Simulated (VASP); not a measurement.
# C (Fd-3m) in VASP: notebook

Aim: see how the results for C move with the level of theory and the settings. Levels: r2SCAN, PBEsol. Tasks: single point.

All numbers are computed with VASP 6.6.1; they aren't measurements. Logs are shortened: lines on timing, memory, paths and dates and some standing lists are left out, and cuts for length are marked.

### 1 The cell of the first run

Symmetry: Fd-3m, No. 227, cubic system. The conventional cell has a = 3.614 Å, b = 3.614 Å, c = 3.614 Å, α = 90.00°, β = 90.00°, γ = 90.00°. C (site symmetry -43m) has 4 C at 1.56 Å within 2.1 Å.

### 2 Single point, r2SCAN

File POSCAR:

```
C
1.0
    0.0000000000      1.8068380860      1.8068380860
    1.8068380860      0.0000000000      1.8068380860
    1.8068380860      1.8068380860      0.0000000000
C
2
Direct
    0.7500000000      0.7500000000      0.7500000000
    0.5000000000      0.5000000000      0.5000000000
```

File INCAR.step1:

```
SYSTEM = C
  ALGO = Normal
  EDIFF = 1E-4
  ENCUT = 520
  GGA = PE
  ISMEAR = -1
  LASPH = .True.
  LCHARG = .False.
  LREAL = .False.
  LWAVE = .True.
  NBANDS = 11
  NELM = 60
  PREC = Accurate
  SIGMA = 0.05
```

File INCAR.step2:

```
SYSTEM = C
  ALGO = Normal
  EDIFF = 1E-6
  ENCUT = 520
  ISIF = 2
  ISMEAR = -1
  ISTART = 1
  LASPH = .True.
  LCHARG = .False.
  LMIXTAU = .True.
  LREAL = .False.
  LWAVE = .False.
  METAGGA = R2SCAN
  NBANDS = 11
  NELM = 60
  PREC = Accurate
  SIGMA = 0.05
```

File KPOINTS:

```
k-points
0
Gamma
  13 13 13
  0 0 0
```

Potentials or basis: VASP PAW PBE potentials, release 64 (C).

On the command line:

```sh
$ cat potpaw_PBE.64/C/POTCAR > POTCAR
$ cp INCAR.step1 INCAR
$ mpirun -np 1 vasp_std > vasp.out
$ cp INCAR.step2 INCAR
$ mpirun -np 1 vasp_std > vasp.out
```

OUTCAR:

```text
SYSTEM = C
   EDIFF = 1E-6
   ENCUT = 520
   ISIF = 2
   ISMEAR = -1
   ISTART = 1
   LASPH = .True.
   LREAL = .False.
   METAGGA = R2SCAN
   NELM = 60
   PREC = Accurate

 ion  position               nearest neighbor table
   1  0.750  0.750  0.750-   2 1.56   2 1.56   2 1.56   2 1.56
   2  0.500  0.500  0.500-   1 1.56   1 1.56   1 1.56   1 1.56

  LATTYP: Found a face centered cubic cell.
 ALAT       =     3.6136761720

  Lattice vectors:

 A1 = (   0.0000000000,   1.8068380860,   1.8068380860)
 A2 = (   1.8068380860,   0.0000000000,   1.8068380860)
 A3 = (   1.8068380860,   1.8068380860,   0.0000000000)

Analysis of symmetry for initial positions (statically):
=====================================================================
 Subroutine PRICEL returns:
 Original cell was already a primitive cell.

 Routine SETGRP: Setting up the symmetry group for a
 face centered cubic supercell.

 Subroutine GETGRP returns: Found 48 space group operations
 (whereof 24 operations were pure point group operations)
 out of a pool of 48 trial point group operations.

The static configuration has the point symmetry T_d .
 The point group associated with its full space group is O_h .

Analysis of symmetry for dynamics (positions and initial velocities):
=====================================================================
 Subroutine PRICEL returns:
 Original cell was already a primitive cell.

 Routine SETGRP: Setting up the symmetry group for a
 face centered cubic supercell.

 Subroutine GETGRP returns: Found 48 space group operations
 (whereof 24 operations were pure point group operations)
 out of a pool of 48 trial point group operations.

The dynamic configuration has the point symmetry T_d .
 The point group associated with its full space group is O_h .

 Subroutine INISYM returns: Found 48 space group operations
 (whereof 24 operations are pure point group operations),
 and found     1 'primitive' translations

----------------------------------------------------------------------------------------

                                     Primitive cell

  volume of cell :      11.7974

  direct lattice vectors                    reciprocal lattice vectors
     0.000000000  1.806838086  1.806838086    -0.276726511  0.276726511  0.276726511
     1.806838086  0.000000000  1.806838086     0.276726511 -0.276726511  0.276726511
     1.806838086  1.806838086  0.000000000     0.276726511  0.276726511 -0.276726511

  length of vectors
     2.555254926  2.555254926  2.555254926     0.479304377  0.479304377  0.479304377

  position of ions in fractional coordinates (direct lattice)
     0.750000000  0.750000000  0.750000000
     0.500000000  0.500000000  0.500000000

  ion indices of the primitive-cell ions
   primitive index   ion index
                 1           1
                 2           2

----------------------------------------------------------------------------------------

 KPOINTS: k-points

Automatic generation of k-mesh.
 Grid dimensions read from file:
 generate k-points for:   13   13   13

 Generating k-lattice:

  Cartesian coordinates                     Fractional coordinates (reciprocal lattice)
    -0.021286655  0.021286655  0.021286655     0.076923077  0.000000000  0.000000000
     0.021286655 -0.021286655  0.021286655     0.000000000  0.076923077  0.000000000
     0.021286655  0.021286655 -0.021286655     0.000000000  0.000000000  0.076923077

  Length of vectors
     0.036869567  0.036869567  0.036869567

  Shift w.r.t. Gamma in fractional coordinates (k-lattice)
     0.000000000  0.000000000  0.000000000

 Subroutine IBZKPT returns following result:
 ===========================================

 Found     84 irreducible k-points:

 Following reciprocal coordinates:
            Coordinates               Weight
  0.000000  0.000000  0.000000      1.000000
  0.076923  0.000000  0.000000      8.000000
  0.153846  0.000000  0.000000      8.000000
  0.230769  0.000000  0.000000      8.000000
  0.307692  0.000000  0.000000      8.000000
  0.384615  0.000000  0.000000      8.000000
[... 16 lines left out ...]
  0.384615  0.153846  0.000000     24.000000
  0.461538  0.153846  0.000000     24.000000
 [... further k-points ...]
   k-points           NKPTS =     84   k-points in BZ     NKDIM =     84   number of bands    NBANDS=     11
   number of dos      NEDOS =    301   number of ions     NIONS =      2
   total plane-waves  NPLWV =   8000
   dimension x,y,z NGX =    20 NGY =   20 NGZ =   20
   dimension x,y,z NGXF=    40 NGYF=   40 NGZF=   40
   ions per type =               2
   NGX,Y,Z   is equivalent  to a cutoff of  13.01, 13.01, 13.01 a.u.
   NGXF,Y,Z  is equivalent  to a cutoff of  26.02, 26.02, 26.02 a.u.
 SYSTEM =  C
   PREC   = accura    normal or accurate (medium, high low for compatibility)
   ISTART =      1    job   : 0-new  1-cont  2-samecut
   ICHARG =      0    charge: 1-file 2-atom 10-const
   ISPIN  =      1    spin polarized calculation?
   LNONCOLLINEAR =      F non collinear calculations
   LSORBIT =      F    spin-orbit coupling
   LASPH  =      T    aspherical Exc in radial PAW
   ENCUT  =  520.0 eV  38.22 Ry    6.18 a.u.   4.75  4.75  4.75*2*pi/ulx,y,z
   NELM   =     60;   NELMIN=  2; NELMDL=  0     # of ELM steps
   EDIFF  = 0.1E-05   stopping-criterion for ELM
   LREAL  =      F    real-space projection
   EDIFFG = 0.1E-04   stopping-criterion for IOM
   NSW    =      0    number of steps for IOM
   IBRION =     -1    ionic relax: 0-MD 1-quasi-New 2-CG
   NFREE  =      0    steps in history (QN), initial steepest desc. (CG)
   ISIF   =      2    stress and relaxation
   ISYM   =      2    0-nonsym 1-usesym 2-fastsym
   POTIM  = 0.5000    time-step for ionic-motion
   TEBEG  =    0.0;   TEEND  =   0.0 temperature during run
   PSTRESS=    0.0 pullay stress
   NELECT =       8.0000    total number of electrons
   NUPDOWN=      -1.0000    fix difference up-down
   EMIN   =  10.00;   EMAX   =-10.00  energy-range for DOS
   EFERMI =   0.00;   METHOD = LEGACY
   ISMEAR =    -1;   SIGMA  =   0.05  broadening in eV -4-tet -1-fermi 0-gaus
   EFERMI_NEDOS =   21; number of points for ismear=-14 and -15
   IALGO  =     38    algorithm
   IMIX   =      4    mixing-type and parameters
     AMIX     =   0.40;   BMIX     =  1.00
     AMIX_MAG =   1.60;   BMIX_MAG =  1.00
  volume/ion in A,a.u.               =       5.90        39.81
  Fermi-wavevector in a.u.,A,eV,Ry     =   1.438276  2.717948 28.145530  2.068638
  Thomas-Fermi vector in A             =   2.557261
   LORBIT       =      0    0 simple, 1 ext, 2 COOP (PROOUT), +10 PAW based schemes
   METAGGA = R2SCAN    functional components
   LHFCALC =     F    Hartree Fock is set to
   AEXX    =    0.0000 exact exchange contribution
   IVDW    =     0    specifies the selected vdW correction
   LEPSILON=     F    determine dielectric tensor
   LRPA    =     F    only Hartree local field effects (RPA)
 non-spin polarized calculation
  energy-cutoff  :      520.00
  volume of cell :       11.80
 maximum number of plane-waves:       331
   NGX =  9   NGY =  9   NGZ =  9

 number of electron       8.0000000 magnetization

 Free energy of the ion-electron system (eV)
  ---------------------------------------------------
  ext. energy  EPLUGINS =         0.00000000
  ---------------------------------------------------
  free energy    TOTEN  =       -19.63066504 eV

  energy without entropy =      -19.63066504  energy(sigma->0) =      -19.63066504

 E-fermi :  10.1422     XC(G=0): -14.0437

 val. band max:        9.1511510201   @ k =   0.0000   0.0000   0.0000
 cond. band min:      13.4000727686   @ k =   0.3846   0.3846   0.0000
 fundamental gap:      4.2489217484
 Fermi energy:        10.1422016703

 k-point     1 :       0.0000    0.0000    0.0000
  band No.  band energies     occupation
      1     -13.0086      2.00000
      2       9.1511      2.00000
      3       9.1512      2.00000
      4       9.1512      2.00000
      5      14.8788      0.00000
      6      14.8788      0.00000
      7      14.8788      0.00000
      8      22.0408      0.00000
      9      29.0124      0.00000
     10      36.1087      0.00000
     11      36.1087      0.00000

 k-point     2 :       0.0769    0.0000    0.0000
  band No.  band energies     occupation
      1     -12.8419      2.00000
      2       8.0406      2.00000
      3       8.8659      2.00000
      4       8.8659      2.00000
      5      15.2528      0.00000
      6      15.2528      0.00000
      7      15.5115      0.00000
      8      22.2396      0.00000
      9      29.3056      0.00000
     10      34.2852      0.00000
     11      34.2852      0.00000

 k-point     3 :       0.1538    0.0000    0.0000
  band No.  band energies     occupation
      1     -12.3439      2.00000
      2       5.6899      2.00000
      3       8.2218      2.00000
      4       8.2218      2.00000
      5      16.1021      0.00000
      6      16.1021      0.00000
      7      16.4891      0.00000
      8      22.8258      0.00000
      9      29.9609      0.00000
     10      32.7025      0.00000
     11      32.7025      0.00000

 k-point     4 :       0.2308    0.0000    0.0000
  band No.  band energies     occupation
      1     -11.5215      2.00000
      2       3.0109      2.00000
      3       7.5235      2.00000
      4       7.5235      2.00000
      5      16.9657      0.00000
      6      16.9657      0.00000
      7      17.1407      0.00000
      8      23.6821      0.00000
      9      30.4434      0.00000
     10      32.0968      0.00000
     11      32.0968      0.00000
[... 239 lines left out ...]
 k-point    22 :       0.3077    0.1538    0.0000
  band No.  band energies     occupation
      1     -10.5971      2.00000
      2       2.3238      2.00000
      3       5.5137      2.00000
      4       6.0472      2.00000
      5      15.2517      0.00000
      6      19.6042      0.00000
      7      19.8714      0.00000
      8      21.5011      0.00000
      9      30.1107      0.00000
     10      31.4422      0.00000
     11      36.3531      0.00000

 k-point    23 :       0.3846    0.1538    0.0000
  band No.  band energies     occupation
      1      -9.3823      2.00000
      2      -0.1445      2.00000
      3       5.2095      2.00000
      4       5.2663      2.00000
      5      15.9603      0.00000
      6      19.9007      0.00000
      7      20.1507      0.00000
      8      22.1618      0.00000
      9      31.0709      0.00000
     10      31.5838      0.00000
     11      36.7785      0.00000

 k-point    24 :       0.4615    0.1538    0.0000
  band No.  band energies     occupation
      1      -7.9530      2.00000
      2      -2.4052      2.00000
      3       4.5603      2.00000
      4       5.1666      2.00000
      5      16.4096      0.00000
      6      20.0246      0.00000
      7      20.0262      0.00000
      8      23.4885      0.00000
      9      30.4629      0.00000
     10      33.0044      0.00000
     11      36.9209      0.00000

 [... further k-points ...]
[... 5 lines left out ...]
  --------------------------------------------------------------------------------------
  -------------------------------------------------------------------------------------
  Total       -1.2951307     -1.2951307     -1.2951307     -0.0000000      0.0000000     -0.0000000
  in kB     -175.8881023   -175.8881023   -175.8881023     -0.0000000      0.0000000     -0.0000000
  external PRESSURE =    -175.8881023 kB  Pullay stress =       0.0000000 kB

 VOLUME and BASIS-vectors are now :
 -----------------------------------------------------------------------------
  energy-cutoff  :      520.00
  volume of cell :       11.80
      direct lattice vectors                 reciprocal lattice vectors
     0.000000000  1.806838086  1.806838086    -0.276726511  0.276726511  0.276726511
     1.806838086  0.000000000  1.806838086     0.276726511 -0.276726511  0.276726511
     1.806838086  1.806838086  0.000000000     0.276726511  0.276726511 -0.276726511

 POSITION                                       TOTAL-FORCE (eV/Angst)
 -----------------------------------------------------------------------------------
      2.71026      2.71026      2.71026         0.000000      0.000000      0.000000
      1.80684      1.80684      1.80684        -0.000000     -0.000000     -0.000000
 -----------------------------------------------------------------------------------
    total drift:                                0.000000     -0.000000      0.000000

  FREE ENERGIE OF THE ION-ELECTRON SYSTEM (eV)
  ---------------------------------------------------
  free  energy   TOTEN  =       -19.6306650433 eV

  energy  without entropy=      -19.6306650433  energy(sigma->0) =      -19.63066504
```

Wall time 27 s (1 thread of Intel Xeon 6975P-C, shared host); peak memory 0.12 GiB.

Results:

```yaml
Free_energy: -19.6307 eV
Pressure: -17.6 GPa
Band_gap_on_the_k_mesh: 4.25 eV, indirect (least direct gap 5.73 eV)
```

Caveat: the PAW data sets were made with another functional, which shifts forces and pressure a little. A k mesh can miss the band edges.

### 3 Single point, r2SCAN

This run uses another cell than the first one, of 6.01 Å³/atom, 1.019 times its volume.

File POSCAR:

```
C
1.0
    0.0000000000      1.8183469191      1.8183469191
    1.8183469191      0.0000000000      1.8183469191
    1.8183469191      1.8183469191      0.0000000000
C
2
Direct
    0.7500000000      0.7500000000      0.7500000000
    0.5000000000      0.5000000000      0.5000000000
```

File INCAR.step1:

```
SYSTEM = C
PREC = Accurate
ENCUT = 520
ISMEAR = -1
SIGMA = 0.05
LREAL = .False.
LASPH = .True.
NELM = 60
NBANDS = 11
GGA = PE
ALGO = Normal
EDIFF = 1E-4
LWAVE = .True.
LCHARG = .False.
```

File INCAR.step2:

```
SYSTEM = C
PREC = Accurate
ENCUT = 520
EDIFF = 1E-7
ISMEAR = -1
SIGMA = 0.05
LREAL = .False.
LASPH = .True.
NELM = 60
ALGO = Normal
ISIF = 2
LWAVE = .False.
LCHARG = .False.
METAGGA = R2SCAN
LMIXTAU = .True.
NBANDS = 11
ISTART = 1
```

File KPOINTS:

```
Automatic mesh
0
Gamma
  13 13 13
  0 0 0
```

Potentials or basis: VASP PAW PBE potentials, release 64 (C).

On the command line:

```sh
$ cat potpaw_PBE.64/C/POTCAR > POTCAR
$ cp INCAR.step1 INCAR
$ mpirun -np 1 vasp_std > vasp.out
$ cp INCAR.step2 INCAR
$ mpirun -np 1 vasp_std > vasp.out
```

It took 30 s on 1 thread of Intel Xeon 6975P-C, shared host; peak memory 0.12 GiB.

It converged, with:

```yaml
Free_energy: -19.6011 eV
Pressure: -24.6 GPa
Band_gap_on_the_k_mesh: 4.21 eV, indirect (least direct gap 5.68 eV)
```

Levels at points of the mesh, in eV from the valence-band top:
```
           k point  band 1  band 2  band 3  band 4  band 5  band 6  band 7  band 8
(0.00, 0.00, 0.00)  -21.91    0.00    0.00    0.00    5.68    5.68    5.68   12.45
```

Caveat: the PAW data sets were made with another functional, which shifts forces and pressure a little. r2SCAN opens gaps a little over a GGA but as a rule still falls short of measured ones.

[end of part 1 of 2]
